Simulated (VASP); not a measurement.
Here is a VASP 6.6.1 calculation.

Contents of POSCAR:

```
CsH
1.0
    0.0000000000      3.1880000000      3.3155200000
    3.1880000000      0.0000000000      3.3155200000
    3.1880000000      3.1880000000      0.0000000000
Cs H
1 1
Direct
    0.0000000000      0.0000000000      0.0000000000
    0.5000000000      0.5000000000      0.5000000000
```

The input INCAR.step1:

```
ALGO     = Normal         # electronic algorithm
EDIFF    = 1E-4           # SCF threshold, eV
ENCUT    = 520            # plane-wave cutoff, eV
GGA      = PE             # functional
ISMEAR   = 0              # smearing method
LASPH    = T              # aspherical terms in the spheres
LCHARG   = F              # write CHGCAR
LREAL    = F              # projectors in reciprocal space
LWAVE    = T              # write WAVECAR
NBANDS   = 12             # bands
NELM     = 60             # most SCF steps
PREC     = Accurate       # precision mode
SIGMA    = 0.05           # smearing width, eV
```

Contents of INCAR.step2:

```
ALGO     = Normal         # electronic algorithm
EDIFF    = 1E-6           # SCF threshold, eV
ENCUT    = 520            # plane-wave cutoff, eV
ISIF     = 2              # what is computed and relaxed
ISMEAR   = 0              # smearing method
ISTART   = 1            
LASPH    = T              # aspherical terms in the spheres
LCHARG   = T              # write CHGCAR
LELF     = T              # ELF
LMIXTAU  = T            
LREAL    = F              # projectors in reciprocal space
LVHAR    = T            
LWAVE    = F              # write WAVECAR
METAGGA  = R2SCAN         # meta-GGA
NBANDS   = 12             # bands
NELM     = 60             # most SCF steps
PREC     = Accurate       # precision mode
SIGMA    = 0.05           # smearing width, eV
```

The input KPOINTS:

```
k-points
0
Gamma
  6 6 6
```

Potentials or basis: VASP PAW PBE potentials, release 64 (Cs_sv, H).

Launch:

```sh
$ cat potpaw_PBE.64/Cs_sv/POTCAR potpaw_PBE.64/H/POTCAR > POTCAR
$ cp INCAR.step1 INCAR
$ mpirun -np 1 vasp_std > vasp.out
$ cp INCAR.step2 INCAR
$ mpirun -np 1 vasp_std > vasp.out
```

**Question.** What does it give for the pressure?

**Answer.** -0.3 GPa.

**Question.** Estimate the band gap on the k mesh.

**Answer.** 2.70 eV, direct.

Stress tensor (GPa, compression positive):
```
-0.05  0.00  0.00
 0.00 -0.05  0.00
 0.00  0.00 -0.76
```

Caveat: the cell differs from its parent crystal (strain +0.000 along x and y, +0.040 along z); the PAW data sets were made with another functional, which shifts forces and pressure a little; spin-orbit coupling is left out, which moves the levels of the heavy elements. A k mesh can miss the band edges.
